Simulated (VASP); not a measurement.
# Si2C3 (I4/mmm) in VASP: notebook

Si2C3 is run at these levels: PBE; tasks: single point.

Program: VASP 6.6.1. These are calculated values, not measurements. Logs are shortened: lines on timing, memory, paths and dates and some standing lists are left out, and cuts for length are marked.

**1. The cell of the first run**

Symmetry: I4/mmm, No. 139, tetragonal system. Conventional cell: a = 3.107 Å, b = 3.107 Å, c = 12.638 Å, α = 90.00°, β = 90.00°, γ = 90.00°. Si (site symmetry 4mm) has 8 C at 2.20 to 2.54 Å and 1 Si at 2.55 Å within 2.9 Å. C (site symmetry 4mm) has 1 C at 1.35 Å within 1.8 Å. C (site symmetry 4/mmm) has 2 C at 1.35 Å within 1.8 Å.

**2. Single point, PBE**

INCAR

```
SYSTEM = Si2C3
PREC = Accurate ; ENCUT = 520
EDIFF = 1E-6 ; ISMEAR = 0
SIGMA = 0.1 ; LREAL = .False.
LASPH = .True. ; NELM = 100
ALGO = Normal ; ISIF = 2
LWAVE = .False. ; LCHARG = .True.
GGA = PE ; LELF = .True.
LVHAR = .True. ; NBANDS = 18
```

KPOINTS

```
Automatic mesh
0
Gamma
  8 8 8
  0 0 0
```

POSCAR

```
Si2C3
1.0
   -1.5532973127      1.5532973127      6.3191350686
    1.5532973127     -1.5532973127      6.3191350686
    1.5532973127      1.5532973127     -6.3191350686
Si C
2 3
Direct
    0.1007158424      0.1007158424      0.0000000000
    0.8992841576      0.8992841576      0.0000000000
    0.6072052423      0.6072052423      0.0000000000
    0.5000000000      0.5000000000      0.0000000000
    0.3927947577      0.3927947577      0.0000000000
```

Potentials or basis: VASP PAW PBE potentials, release 64 (Si, C).

Run with:

```
> cat potpaw_PBE.64/Si/POTCAR potpaw_PBE.64/C/POTCAR > POTCAR
> mpirun -np 1 vasp_std > vasp.out
```

OUTCAR:

```text
SYSTEM = Si2C3
   PREC = Accurate
   ENCUT = 520
   EDIFF = 1E-6
   ISMEAR = 0
   LREAL = .False.
   LASPH = .True.
   NELM = 100
   ISIF = 2
   GGA = PE

 ion  position               nearest neighbor table
   1  0.101  0.101  0.000-   3 2.20   3 2.20   3 2.20   3 2.20   4 2.54   4 2.54   4 2.54   4 2.54
                             2 2.55
   2  0.899  0.899  0.000-   5 2.20   5 2.20   5 2.20   5 2.20   4 2.54   4 2.54   4 2.54   4 2.54
                             1 2.55
   3  0.607  0.607  0.000-   4 1.35   1 2.20   1 2.20   1 2.20   1 2.20
   4  0.500  0.500  0.000-   3 1.35   5 1.35   1 2.54   2 2.54   1 2.54   1 2.54   1 2.54   2 2.54
                             2 2.54   2 2.54
   5  0.393  0.393  0.000-   4 1.35   2 2.20   2 2.20   2 2.20   2 2.20

  LATTYP: Found a body centered tetragonal cell.
 ALAT       =     3.1065946254
 C/A-ratio  =     4.0682070438

  Lattice vectors:

 A1 = (  -1.5532973127,   1.5532973127,   6.3191350686)
 A2 = (   1.5532973127,  -1.5532973127,   6.3191350686)
 A3 = (   1.5532973127,   1.5532973127,  -6.3191350686)

Analysis of symmetry for initial positions (statically):
=====================================================================
 Subroutine PRICEL returns:
 Original cell was already a primitive cell.

 Routine SETGRP: Setting up the symmetry group for a
 body centered tetragonal supercell.

 Subroutine GETGRP returns: Found 16 space group operations
 (whereof 16 operations were pure point group operations)
 out of a pool of 16 trial point group operations.

The static configuration has the point symmetry D_4h.

Analysis of symmetry for dynamics (positions and initial velocities):
=====================================================================
 Subroutine PRICEL returns:
 Original cell was already a primitive cell.

 Routine SETGRP: Setting up the symmetry group for a
 body centered tetragonal supercell.

 Subroutine GETGRP returns: Found 16 space group operations
 (whereof 16 operations were pure point group operations)
 out of a pool of 16 trial point group operations.

The dynamic configuration has the point symmetry D_4h.

 Subroutine INISYM returns: Found 16 space group operations
 (whereof 16 operations are pure point group operations),
 and found     1 'primitive' translations

----------------------------------------------------------------------------------------

                                     Primitive cell

  volume of cell :      60.9855

  direct lattice vectors                    reciprocal lattice vectors
    -1.553297313  1.553297313  6.319135069     0.000000000  0.321895877  0.079124753
     1.553297313 -1.553297313  6.319135069     0.321895877  0.000000000  0.079124753
     1.553297313  1.553297313 -6.319135069     0.321895877  0.321895877  0.000000000

  length of vectors
     6.690062264  6.690062264  6.690062264     0.331478026  0.331478026  0.455229514

  position of ions in fractional coordinates (direct lattice)
     0.100715842  0.100715842  0.000000000
     0.899284158  0.899284158  0.000000000
     0.607205242  0.607205242  0.000000000
     0.500000000  0.500000000  0.000000000
     0.392794758  0.392794758  0.000000000

  ion indices of the primitive-cell ions
   primitive index   ion index
                 1           1
                 2           2
                 3           3
                 4           4
                 5           5

----------------------------------------------------------------------------------------

 KPOINTS: Automatic mesh

Automatic generation of k-mesh.
 Grid dimensions read from file:
 generate k-points for:    8    8    8

 Generating k-lattice:

  Cartesian coordinates                     Fractional coordinates (reciprocal lattice)
     0.000000000  0.040236985  0.009890594     0.125000000  0.000000000 -0.000000000
     0.040236985  0.000000000  0.009890594     0.000000000  0.125000000 -0.000000000
     0.040236985  0.040236985  0.000000000     0.000000000  0.000000000  0.125000000

  Length of vectors
     0.041434753  0.041434753  0.056903689

  Shift w.r.t. Gamma in fractional coordinates (k-lattice)
     0.000000000  0.000000000  0.000000000

 Subroutine IBZKPT returns following result:
 ===========================================

 Found     59 irreducible k-points:

 Following reciprocal coordinates:
            Coordinates               Weight
  0.000000  0.000000  0.000000      1.000000
  0.125000  0.000000 -0.000000      8.000000
  0.250000  0.000000 -0.000000      8.000000
  0.375000  0.000000 -0.000000      8.000000
  0.500000  0.000000 -0.000000      4.000000
  0.125000  0.125000 -0.000000      8.000000
[... 16 lines left out ...]
  0.250000  0.125000  0.125000     16.000000
  0.375000  0.125000  0.125000      8.000000
 [... further k-points ...]
   k-points           NKPTS =     59   k-points in BZ     NKDIM =     59   number of bands    NBANDS=     18
   number of dos      NEDOS =    301   number of ions     NIONS =      5
   total plane-waves  NPLWV = 125000
   dimension x,y,z NGX =    50 NGY =   50 NGZ =   50
   dimension x,y,z NGXF=   100 NGYF=  100 NGZF=  100
   ions per type =               2   3
   NGX,Y,Z   is equivalent  to a cutoff of  12.42, 12.42, 12.42 a.u.
   NGXF,Y,Z  is equivalent  to a cutoff of  24.85, 24.85, 24.85 a.u.
 SYSTEM =  Si2C3
   PREC   = accura    normal or accurate (medium, high low for compatibility)
   ISTART =      0    job   : 0-new  1-cont  2-samecut
   ICHARG =      2    charge: 1-file 2-atom 10-const
   ISPIN  =      1    spin polarized calculation?
   LNONCOLLINEAR =      F non collinear calculations
   LSORBIT =      F    spin-orbit coupling
   LASPH  =      T    aspherical Exc in radial PAW
   ENCUT  =  520.0 eV  38.22 Ry    6.18 a.u.  12.44 12.44 12.44*2*pi/ulx,y,z
   NELM   =    100;   NELMIN=  2; NELMDL= -5     # of ELM steps
   EDIFF  = 0.1E-05   stopping-criterion for ELM
   LREAL  =      F    real-space projection
   EDIFFG = 0.1E-04   stopping-criterion for IOM
   NSW    =      0    number of steps for IOM
   IBRION =     -1    ionic relax: 0-MD 1-quasi-New 2-CG
   NFREE  =      0    steps in history (QN), initial steepest desc. (CG)
   ISIF   =      2    stress and relaxation
   ISYM   =      2    0-nonsym 1-usesym 2-fastsym
   POTIM  = 0.5000    time-step for ionic-motion
   TEBEG  =    0.0;   TEEND  =   0.0 temperature during run
   PSTRESS=    0.0 pullay stress
   NELECT =      20.0000    total number of electrons
   NUPDOWN=      -1.0000    fix difference up-down
   EMIN   =  10.00;   EMAX   =-10.00  energy-range for DOS
   EFERMI =   0.00;   METHOD = LEGACY
   ISMEAR =     0;   SIGMA  =   0.10  broadening in eV -4-tet -1-fermi 0-gaus
   EFERMI_NEDOS =   21; number of points for ismear=-14 and -15
   IALGO  =     38    algorithm
   IMIX   =      4    mixing-type and parameters
     AMIX     =   0.40;   BMIX     =  1.00
     AMIX_MAG =   1.60;   BMIX_MAG =  1.00
  volume/ion in A,a.u.               =      12.20        82.31
  Fermi-wavevector in a.u.,A,eV,Ry     =   1.128953  2.133412 17.341102  1.274535
  Thomas-Fermi vector in A             =   2.265645
   LORBIT       =      0    0 simple, 1 ext, 2 COOP (PROOUT), +10 PAW based schemes
   GGA     = PE    functional components
   LHFCALC =     F    Hartree Fock is set to
   AEXX    =    0.0000 exact exchange contribution
   IVDW    =     0    specifies the selected vdW correction
   LEPSILON=     F    determine dielectric tensor
   LRPA    =     F    only Hartree local field effects (RPA)
 non-spin polarized calculation
 Gauss-broadening in eV      SIGMA  =   0.10
  energy-cutoff  :      520.00
  volume of cell :       60.99
 maximum number of plane-waves:      1672
 NGX is ok and might be reduce to    50
   NGX = 25   NGY = 25   NGZ = 25

 number of electron      20.0000000 magnetization

 Free energy of the ion-electron system (eV)
  ---------------------------------------------------
  ext. energy  EPLUGINS =         0.00000000
  ---------------------------------------------------
  free energy    TOTEN  =       -32.40404544 eV

  energy without entropy =      -32.40104757  energy(sigma->0) =      -32.40254651

 E-fermi :   6.4611     XC(G=0): -10.2638

 val. band max:        6.4442972642   @ k =  -0.1250   0.2500   0.1250
 cond. band min:       6.6496671148   @ k =  -0.3750   0.5000   0.1250
 fundamental gap:      0.2053698506
 Fermi energy:         6.4610621408

 k-point     1 :       0.0000    0.0000    0.0000
  band No.  band energies     occupation
      1     -11.8486      2.00000
      2      -8.6317      2.00000
      3      -2.3761      2.00000
      4       0.0916      2.00000
      5       0.8744      2.00000
      6       0.8744      2.00000
[... 10 lines left out ...]
     17      12.3824      0.00000
     18      15.1892      0.00000

 k-point     2 :       0.1250    0.0000   -0.0000
  band No.  band energies     occupation
      1     -11.6997      2.00000
      2      -8.4949      2.00000
      3      -2.3912      2.00000
      4      -0.3985      2.00000
      5      -0.0328      2.00000
      6       0.9937      2.00000
[... 10 lines left out ...]
     17      13.1707      0.00000
     18      13.8324      0.00000

 k-point     3 :       0.2500    0.0000   -0.0000
  band No.  band energies     occupation
      1     -11.2908      2.00000
      2      -8.1215      2.00000
      3      -3.2336      2.00000
      4      -0.9783      2.00000
      5      -0.5505      2.00000
      6       1.3105      2.00000
[... 10 lines left out ...]
     17      13.6936      0.00000
     18      13.7716      0.00000

 k-point     4 :       0.3750    0.0000   -0.0000
  band No.  band energies     occupation
      1     -10.7744      2.00000
      2      -7.6576      2.00000
      3      -4.5605      2.00000
      4      -1.6044      2.00000
      5      -0.2392      2.00000
      6       1.6816      2.00000
[... 375 lines left out ...]
      4      -1.1932      2.00000
      5      -0.5584      2.00000
      6      -0.0030      2.00000
[... 10 lines left out ...]
     17      13.7478      0.00000
     18      14.2968      0.00000

 k-point    23 :       0.2500    0.1250    0.1250
  band No.  band energies     occupation
      1     -10.3287      2.00000
      2      -7.2528      2.00000
      3      -3.8401      2.00000
      4      -1.2162      2.00000
      5      -0.8938      2.00000
      6       0.6963      2.00000
[... 10 lines left out ...]
     17      14.0864      0.00000
     18      14.7528      0.00000

 k-point    24 :       0.3750    0.1250    0.1250
  band No.  band energies     occupation
      1     -10.1011      2.00000
      2      -7.0561      2.00000
      3      -4.2929      2.00000
      4      -1.2224      2.00000
      5      -0.9158      2.00000
      6       1.1900      2.00000
[... 10 lines left out ...]
     17      14.6010      0.00000
     18      15.0358      0.00000

 [... further k-points ...]

------------------------ aborting loop because EDIFF is reached ----------------------------------------

  FORCE on cell =-STRESS in cart. coord.  units (eV):
  Direction    XX          YY          ZZ          XY          YZ          ZX
  --------------------------------------------------------------------------------------
  -------------------------------------------------------------------------------------
  Total        0.0358363      0.0358363      0.1476307      0.0000000     -0.0000000      0.0000000
  in kB        0.9414710      0.9414710      3.8784694      0.0000000     -0.0000000      0.0000000
  external PRESSURE =       1.9204705 kB  Pullay stress =       0.0000000 kB

 VOLUME and BASIS-vectors are now :
 -----------------------------------------------------------------------------
  energy-cutoff  :      520.00
  volume of cell :       60.99
      direct lattice vectors                 reciprocal lattice vectors
    -1.553297313  1.553297313  6.319135069     0.000000000  0.321895877  0.079124753
     1.553297313 -1.553297313  6.319135069     0.321895877  0.000000000  0.079124753
     1.553297313  1.553297313 -6.319135069     0.321895877  0.321895877  0.000000000

 POSITION                                       TOTAL-FORCE (eV/Angst)
 -----------------------------------------------------------------------------------
      0.00000      0.00000      1.27287        -0.000000     -0.000000      0.011483
      0.00000      0.00000     11.36540         0.000000      0.000000     -0.011483
      0.00000      0.00000      7.67402         0.000000      0.000000      0.052489
      0.00000      0.00000      6.31914        -0.000000     -0.000000     -0.000000
      0.00000      0.00000      4.96425        -0.000000     -0.000000     -0.052489
 -----------------------------------------------------------------------------------
    total drift:                               -0.000000     -0.000000      0.000000

  FREE ENERGIE OF THE ION-ELECTRON SYSTEM (eV)
  ---------------------------------------------------
  free  energy   TOTEN  =       -32.4040454401 eV

  energy  without entropy=      -32.4010475749  energy(sigma->0) =      -32.40254651
```

Wall time 80 s (1 thread of Intel Xeon 6975P-C (Granite Rapids), shared host); peak memory 0.35 GiB.

What came out:

| Quantity | Value |
| --- | --- |
| Free energy | -32.4040 eV |
| Pressure | 0.2 GPa |
| Largest force | 0.052 eV/Å |
| Band gap on the k mesh | zero (bands 10 and 11 overlap by 2.33 eV) |

Forces on the atoms (eV/Å):
```
Si   0.000  0.000  0.011
Si   0.000  0.000 -0.011
C    0.000  0.000  0.052
C    0.000  0.000  0.000
C    0.000  0.000 -0.052
```

Stress tensor (GPa, compression positive):
```
0.09 0.00 0.00
0.00 0.09 0.00
0.00 0.00 0.39
```

Levels at points of the mesh, in eV from the Fermi level:
| k point | band 6 | band 7 | band 8 | band 9 | band 10 | band 11 | band 12 | band 13 | band 14 | band 15 |
| --- | --- | --- | --- | --- | --- | --- | --- | --- | --- | --- |
| (0.00, 0.00, 0.00) | -5.59 | -4.24 | -2.28 | -2.28 | 0.86 | 2.05 | 3.71 | 3.71 | 3.79 | 5.29 |
| (0.50, 0.00, 0.00) | -4.80 | -4.60 | -2.81 | -1.03 | 0.87 | 2.05 | 2.34 | 3.08 | 4.73 | 4.78 |
| (0.50, 0.50, 0.00) | -6.02 | -5.88 | -4.66 | -3.81 | -3.20 | 0.21 | 0.37 | 0.70 | 5.63 | 7.12 |
| (0.50, 0.50, 0.50) | -5.60 | -4.20 | -2.21 | -2.21 | 0.96 | 2.77 | 2.94 | 3.51 | 3.51 | 3.70 |

**3. Single point, PBE**

This run uses another cell than the first one, of 13.77 Å³/atom.

INCAR

```
SYSTEM = Si2C3
  PREC = Accurate
  ENCUT = 520
  EDIFF = 1E-7
  ISMEAR = 0
  SIGMA = 0.1
  LREAL = .False.
  LASPH = .True.
  NELM = 60
  ALGO = Normal
  ISIF = 2
  LWAVE = .False.
  LCHARG = .False.
  GGA = PE
  NBANDS = 18
```

KPOINTS

```
regular mesh
0
Gamma
  8 8 8
  0 0 0
```

POSCAR

```
Si2C3
1.0
   -1.3450968800      1.3450968800      9.5112712700
    1.3450968800     -1.3450968800      9.5112712700
    1.3450968800      1.3450968800     -9.5112712700
Si C
2 3
Direct
    0.1000000000      0.1000000000      0.0000000000
    0.9000000000      0.9000000000      0.0000000000
    0.7000000000      0.7000000000      0.0000000000
    0.5000000000      0.5000000000      0.0000000000
    0.3000000000      0.3000000000      0.0000000000
```

Potentials or basis: VASP PAW PBE potentials, release 64 (Si, C).

Run with:

```
> cat potpaw_PBE.64/Si/POTCAR potpaw_PBE.64/C/POTCAR > POTCAR
> mpirun -np 1 vasp_std > vasp.out
```

It took 5.4 min on 1 thread of Intel Xeon 6975P-C (Granite Rapids), shared host; peak memory 0.69 GiB.

It converged, with:

* Free energy: -22.7413 eV
* Pressure: -21.7 GPa
* Largest force: 0.350 eV/Å
* Band gap on the k mesh: zero (bands 10 and 11 overlap by 3.71 eV)

Forces in eV/Å, atoms in the order of the input:
```
Si   0.000  0.000  0.171
Si   0.000  0.000 -0.171
C    0.000  0.000 -0.350
C    0.000  0.000  0.000
C    0.000  0.000  0.350
```

Stress tensor (GPa, compression positive):
```
-19.11   0.00   0.00
  0.00 -19.11   0.00
  0.00   0.00 -26.98
```

Levels at points of the mesh, in eV from the Fermi level:
| k point | band 8 | band 9 | band 10 | band 11 | band 12 | band 13 |
| --- | --- | --- | --- | --- | --- | --- |
| (0.00, 0.00, 0.00) | 1.62 | 1.62 | 1.74 | 1.74 | 2.79 | 2.79 |
| (0.50, 0.00, 0.00) | -3.80 | -1.98 | -1.48 | 0.52 | 1.59 | 2.79 |
| (0.50, 0.50, 0.00) | -2.70 | -2.40 | -1.86 | -1.56 | -1.10 | -0.52 |
| (0.50, 0.50, 0.50) | 1.33 | 1.53 | 1.53 | 1.88 | 1.88 | 2.73 |

Caveat: the stress differs along the axes, from -27 to -19 GPa.

**4. Single point, PBE, collinear spin**

INCAR

```
SYSTEM = Si2C3
  PREC = Accurate
  ENCUT = 520
  EDIFF = 1E-6
  ISMEAR = 0
  SIGMA = 0.1
  LREAL = .False.
  LASPH = .True.
  NELM = 150
  ALGO = Normal
  ISIF = 2
  LWAVE = .False.
  LCHARG = .False.
  ISPIN = 2
  MAGMOM = 0 0 1 1 1
  LORBIT = 11
  GGA = PE
  NBANDS = 22
```

KPOINTS

```
Automatic mesh
0
Gamma
  8 8 8
  0 0 0
```

POSCAR

```
Si2C3
1.0
   -1.5532973127      1.5532973127      6.3191350686
    1.5532973127     -1.5532973127      6.3191350686
    1.5532973127      1.5532973127     -6.3191350686
Si C
2 3
Direct
    0.1007158424      0.1007158424      0.0000000000
    0.8992841576      0.8992841576      0.0000000000
    0.6072052423      0.6072052423      0.0000000000
    0.5000000000      0.5000000000      0.0000000000
    0.3927947577      0.3927947577      0.0000000000
```

Run with:

```
> cat potpaw_PBE.64/Si/POTCAR potpaw_PBE.64/C/POTCAR > POTCAR
> mpirun -np 1 vasp_std > vasp.out
```

Wall time 3.7 min (1 thread of Intel Xeon 6975P-C (Granite Rapids), shared host); peak memory 0.49 GiB.

Results (log left out):

```yaml
Free_energy: -32.4040 eV
Pressure: 0.2 GPa
Largest_force: 0.052 eV/Å
Band_gap_on_the_k_mesh: zero (filled and empty bands overlap)
Net_moment: 0.00 μB per cell
Valence_electrons_inside_the_program's_atomic_spheres: Si 1.51; C 2.45, 2.59 (each value once)
```

Forces in eV/Å, atoms in the order of the input:
```
Si   0.000  0.000  0.011
Si   0.000  0.000 -0.011
C    0.000  0.000  0.052
C    0.000  0.000  0.000
C    0.000  0.000 -0.052
```

Stress tensor (GPa, compression positive):
```
0.10 0.00 0.00
0.00 0.10 0.00
0.00 0.00 0.39
```

Levels at points of the mesh, in eV from the Fermi level:
Spin up:
| k point | band 8 | band 9 | band 10 | band 11 | band 12 | band 13 |
| --- | --- | --- | --- | --- | --- | --- |
| (0.00, 0.00, 0.00) | -2.28 | -2.28 | 0.86 | 2.05 | 3.71 | 3.71 |
| (0.50, 0.00, 0.00) | -2.81 | -1.03 | 0.87 | 2.05 | 2.34 | 3.08 |
| (0.50, 0.50, 0.00) | -4.66 | -3.81 | -3.20 | 0.21 | 0.37 | 0.70 |
| (0.50, 0.50, 0.50) | -2.21 | -2.21 | 0.96 | 2.77 | 2.94 | 3.51 |
Spin down:
```tsv
k point	band 7	band 8	band 9	band 10	band 11	band 12	band 13	band 14
(0.00, 0.00, 0.00)	-4.25	-2.28	-2.28	0.86	2.05	3.71	3.71	3.79
(0.50, 0.00, 0.00)	-4.60	-2.81	-1.03	0.87	2.05	2.34	3.08	4.73
(0.50, 0.50, 0.00)	-5.88	-4.66	-3.81	-3.20	0.21	0.37	0.70	5.63
(0.50, 0.50, 0.50)	-4.20	-2.21	-2.21	0.96	2.77	2.94	3.51	3.51
```

**5. Summary**

```csv
spin,cell,gap on the mesh (eV),pressure (GPa),largest force (eV/Å)
off,"a = 6.690 Å, angles 153.1, 153.1, 38.3°, 5 atoms, atomic positions A",none,0.2,0.05
off,"a = 9.700 Å, angles 164.1, 164.1, 22.6°, 5 atoms, atomic positions B",none,-21.7,0.35
collinear,"a = 6.690 Å, angles 153.1, 153.1, 38.3°, 5 atoms, atomic positions A",none,0.2,0.05
```

Alike in all rows: task single point; level PBE; potentials or basis VASP PAW PBE potentials, release 64 (Si, C); k mesh 8 × 8 × 8; cutoff (eV) 520; smearing gaussian 0.1 eV.

Caveats: the stress differs along the axes, from -27 to -19 GPa (at least some runs).

Absolute energies hang on the potentials; compare differences alone.

The gap in the log of VASP goes by the Fermi energy; the results here count the filled bands.